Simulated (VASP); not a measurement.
# HgTe (F-43m) in VASP: notebook, part 2 of 2

VASP 6.6.1. The steps go on from the part before.

### Step 3. Single point, PBEsol

This run uses another cell than the first one, of 34.89 Å³/atom, 1.020 times its volume.

INCAR reads:

```
SYSTEM = HgTe
PREC = Accurate
ENCUT = 500
EDIFF = 1E-6
ISMEAR = 0
SIGMA = 0.05
LREAL = .False.
LASPH = .True.
NELM = 120
ALGO = Normal
ISIF = 2
LWAVE = .False.
LCHARG = .True.
GGA = PS
LELF = .True.
LVHAR = .True.
NBANDS = 16
GGA_COMPAT = .False.
```

KPOINTS reads:

```
regular mesh
0
Gamma
  4 4 4
  0 0 0
```

POSCAR reads:

```
HgTe
1.0
    0.0000000000      3.2676096432      3.2676096432
    3.2676096432      0.0000000000      3.2676096432
    3.2676096432      3.2676096432      0.0000000000
Hg Te
1 1
Direct
    0.0000000000      0.0000000000      0.0000000000
    0.2500000000      0.2500000000      0.2500000000
```

Potentials or basis: VASP PAW PBE potentials, release 64 (Hg, Te).

On the command line:

```
cat potpaw_PBE.64/Hg/POTCAR potpaw_PBE.64/Te/POTCAR > POTCAR
mpirun -np 1 vasp_std > vasp.out
```

OUTCAR:

```text
SYSTEM = HgTe
   PREC = Accurate
   ENCUT = 500
   EDIFF = 1E-6
   ISMEAR = 0
   LREAL = .False.
   LASPH = .True.
   NELM = 120
   ISIF = 2
   GGA = PS

 ion  position               nearest neighbor table
   1  0.000  0.000  0.000-   2 2.83   2 2.83   2 2.83   2 2.83
   2  0.250  0.250  0.250-   1 2.83   1 2.83   1 2.83   1 2.83

  LATTYP: Found a face centered cubic cell.
 ALAT       =     6.5352192864

  Lattice vectors:

 A1 = (   0.0000000000,   3.2676096432,   3.2676096432)
 A2 = (   3.2676096432,   0.0000000000,   3.2676096432)
 A3 = (   3.2676096432,   3.2676096432,   0.0000000000)

Analysis of symmetry for initial positions (statically):
=====================================================================
 Subroutine PRICEL returns:
 Original cell was already a primitive cell.

 Routine SETGRP: Setting up the symmetry group for a
 face centered cubic supercell.

 Subroutine GETGRP returns: Found 24 space group operations
 (whereof 24 operations were pure point group operations)
 out of a pool of 48 trial point group operations.

The static configuration has the point symmetry T_d .

[... 141 lines left out ...]

  energy without entropy =       -4.28427774  energy(sigma->0) =       -4.28488033

 E-fermi :   2.6556     XC(G=0):  -8.7715

 val. band max:        2.6404078245   @ k =   0.0000   0.0000   0.0000
 cond. band min:       3.2641304522   @ k =   0.5000   0.0000   0.0000
 fundamental gap:      0.6237226277
 Fermi energy:         2.6556362948

 k-point     1 :       0.0000    0.0000    0.0000
  band No.  band energies     occupation
      1      -9.1459      2.00000
      2      -4.5425      2.00000
      3      -4.5425      2.00000
      4      -4.5425      2.00000
      5      -4.0505      2.00000
      6      -4.0505      2.00000
[... 129 lines left out ...]
      3      -4.2932      2.00000
      4      -4.0988      2.00000
      5      -4.0832      2.00000
      6      -3.4826      2.00000
[... 8 lines left out ...]
     15      13.5347      0.00000
     16      13.6349      0.00000

------------------------ aborting loop because EDIFF is reached ----------------------------------------

  FORCE on cell =-STRESS in cart. coord.  units (eV):
  Direction    XX          YY          ZZ          XY          YZ          ZX
  --------------------------------------------------------------------------------------
  -------------------------------------------------------------------------------------
  Total        0.0282204      0.0282204      0.0282204      0.0000000      0.0000000      0.0000000
  in kB        0.6479674      0.6479674      0.6479674      0.0000000      0.0000000      0.0000000
  external PRESSURE =       0.6479674 kB  Pullay stress =       0.0000000 kB

 VOLUME and BASIS-vectors are now :
 -----------------------------------------------------------------------------
  energy-cutoff  :      500.00
  volume of cell :       69.78
      direct lattice vectors                 reciprocal lattice vectors
     0.000000000  3.267609643  3.267609643    -0.153017054  0.153017054  0.153017054
     3.267609643  0.000000000  3.267609643     0.153017054 -0.153017054  0.153017054
     3.267609643  3.267609643  0.000000000     0.153017054  0.153017054 -0.153017054

 POSITION                                       TOTAL-FORCE (eV/Angst)
 -----------------------------------------------------------------------------------
      0.00000      0.00000      0.00000        -0.000000     -0.000000     -0.000000
      1.63380      1.63380      1.63380         0.000000      0.000000      0.000000
 -----------------------------------------------------------------------------------
    total drift:                               -0.000000     -0.000000     -0.000000

  FREE ENERGIE OF THE ION-ELECTRON SYSTEM (eV)
  ---------------------------------------------------
  free  energy   TOTEN  =        -4.2854829163 eV

  energy  without entropy=       -4.2842777419  energy(sigma->0) =       -4.28488033
```

OSZICAR:

```text
N       E                     dE             d eps       ncg     rms          rms(c)
DAV:   1     0.107806880731E+03    0.10781E+03   -0.79383E+03   256   0.943E+02
DAV:   2    -0.884121878453E+00   -0.10869E+03   -0.10171E+03   320   0.231E+02
DAV:   3    -0.449351560258E+01   -0.36094E+01   -0.36035E+01   280   0.425E+01
DAV:   4    -0.452685089364E+01   -0.33335E-01   -0.33334E-01   392   0.393E+00
DAV:   5    -0.452692535281E+01   -0.74459E-04   -0.74459E-04   328   0.173E-01    0.712E+00
DAV:   6    -0.429800983393E+01    0.22892E+00   -0.45532E-01   288   0.895E+00    0.574E+00
DAV:   7    -0.428743868425E+01    0.10571E-01   -0.10209E-01   296   0.213E+00    0.223E+00
DAV:   8    -0.428565763820E+01    0.17810E-02   -0.10178E-02   288   0.114E+00    0.556E-01
DAV:   9    -0.428545640488E+01    0.20123E-03   -0.72215E-04   288   0.305E-01    0.110E-01
DAV:  10    -0.428547294042E+01   -0.16536E-04   -0.88237E-05   328   0.841E-02    0.480E-02
DAV:  11    -0.428548349216E+01   -0.10552E-04   -0.20834E-05   272   0.312E-02    0.216E-02
DAV:  12    -0.428548291631E+01    0.57584E-06   -0.32459E-06   320   0.122E-02
   1 F= -.42854829E+01 E0= -.42848803E+01  d E =-.120517E-02
```

Run time: 21 s. Hardware: 1 thread of Intel Xeon 8259CL, shared host; peak memory 0.2 GiB.

Results:

| Property | Result |
| --- | --- |
| Free energy | -4.2855 eV |
| Pressure | 0.1 GPa |
| Band gap on the k mesh | zero (filled and empty bands touch) |

Caveat: the k points lie up to 0.42 Å⁻¹ apart; the PAW data sets were made with another functional, which shifts forces and pressure a little; spin-orbit coupling is left out, which moves the levels of the heavy elements.

### Step 4. Single point, PBEsol

This run uses another cell than the first one, of 40.13 Å³/atom, 1.174 times its volume.

INCAR reads:

```
PREC = Accurate
ENCUT = 500
EDIFF = 1E-6
ISMEAR = 0
SIGMA = 0.05
LREAL = F
LASPH = T
NELM = 120
ALGO = Normal
ISIF = 2
LWAVE = F
LCHARG = F
GGA = PS
NBANDS = 16
GGA_COMPAT = F
```

KPOINTS reads:

```
Automatic mesh
0
Gamma
  4 4 4
```

POSCAR reads:

```
HgTe
1.0
    0.0000000000      3.4236103780      3.4236103780
    3.4236103780      0.0000000000      3.4236103780
    3.4236103780      3.4236103780      0.0000000000
Hg Te
1 1
Direct
    0.0000000000      0.0000000000      0.0000000000
    0.2500000000      0.2500000000      0.2500000000
```

On the command line:

```
cat potpaw_PBE.64/Hg/POTCAR potpaw_PBE.64/Te/POTCAR > POTCAR
mpirun -np 1 vasp_std > vasp.out
```

Run time: 19 s. Hardware: 1 thread of Intel Xeon 8259CL, shared host; peak memory 0.2 GiB.

Results (log left out):

| Item | Value |
| --- | --- |
| Free energy | -4.1400 eV |
| Pressure | -3.9 GPa |
| Band gap on the k mesh | zero (filled and empty bands touch) |

Levels at points of the mesh, in eV from the Fermi level:
```tsv
k point	band 6	band 7	band 8	band 9	band 10	band 11	band 12	band 13
(0.00, 0.00, 0.00)	-6.18	-1.20	-0.02	-0.02	-0.02	4.40	4.40	4.40
(0.50, 0.00, 0.00)	-5.98	-4.54	-0.71	-0.71	0.60	5.08	5.08	6.47
(0.50, 0.50, 0.00)	-5.89	-4.62	-1.66	-1.66	1.81	2.78	7.54	8.07
```

Caveat: the k points lie up to 0.40 Å⁻¹ apart; the PAW data sets were made with another functional, which shifts forces and pressure a little; spin-orbit coupling is left out, which moves the levels of the heavy elements.

### Step 5. Single point, PBEsol

This run uses another cell than the first one, of 41.73 Å³/atom, 1.221 times its volume.

INCAR reads:

```
SYSTEM = HgTe
PREC = Accurate
ENCUT = 500
EDIFF = 1E-6
ISMEAR = 0
SIGMA = 0.05
LREAL = .False.
LASPH = .True.
NELM = 120
ALGO = Normal
ISIF = 2
LWAVE = .False.
LCHARG = .False.
GGA = PS
NBANDS = 16
GGA_COMPAT = .False.
```

KPOINTS reads:

```
regular mesh
0
Gamma
  4 4 4
  0 0 0
```

POSCAR reads:

```
HgTe
1.0
    0.0000000000      3.4686049472      3.4686049472
    3.4686049472      0.0000000000      3.4686049472
    3.4686049472      3.4686049472      0.0000000000
Hg Te
1 1
Direct
    0.0000000000      0.0000000000      0.0000000000
    0.2500000000      0.2500000000      0.2500000000
```

On the command line:

```
cat potpaw_PBE.64/Hg/POTCAR potpaw_PBE.64/Te/POTCAR > POTCAR
mpirun -np 1 vasp_std > vasp.out
```

Wall time 19 s (1 thread of Intel Xeon 8259CL, shared host); peak memory 0.21 GiB.

Results (log left out):

- Free energy: -4.0550 eV
- Pressure: -4.6 GPa
- Band gap on the k mesh: zero (filled and empty bands touch)

Levels at points of the mesh, in eV from the Fermi level:
```csv
k point,band 5,band 6,band 7,band 8,band 9,band 10,band 11,band 12,band 13,band 14
"(0.00, 0.00, 0.00)",-6.06,-6.06,-1.27,-0.02,-0.02,-0.02,4.45,4.45,4.45,6.32
"(0.50, 0.00, 0.00)",-6.05,-5.88,-4.34,-0.66,-0.66,0.60,5.10,5.10,6.36,7.56
"(0.50, 0.50, 0.00)",-6.02,-5.80,-4.44,-1.53,-1.53,1.78,2.86,7.44,7.92,7.92
```

Caveat: the k points lie up to 0.39 Å⁻¹ apart; the PAW data sets were made with another functional, which shifts forces and pressure a little; spin-orbit coupling is left out, which moves the levels of the heavy elements.

### Step 6. Overview

```csv
cell,gap on the mesh (eV),pressure (GPa)
"a = 4.590 Å, angles 60.0°, 2 atoms",none,0.9
"a = 4.621 Å, angles 60.0°, 2 atoms",none,0.1
"a = 4.842 Å, angles 60.0°, 2 atoms",none,-3.9
"a = 4.905 Å, angles 60.0°, 2 atoms",none,-4.6
```

Alike in all rows: task single point; level PBEsol; potentials or basis VASP PAW PBE potentials, release 64 (Hg, Te); no spin polarisation; k mesh 4 × 4 × 4; cutoff (eV) 500; smearing gaussian 0.05 eV.

Caveats: all runs use coarse meshes; the PAW data sets were made with another functional, which shifts forces and pressure a little; spin-orbit coupling is left out, which moves the levels of the heavy elements.

Total energies depend on the potentials used, so only differences within one code and one set of settings carry meaning.
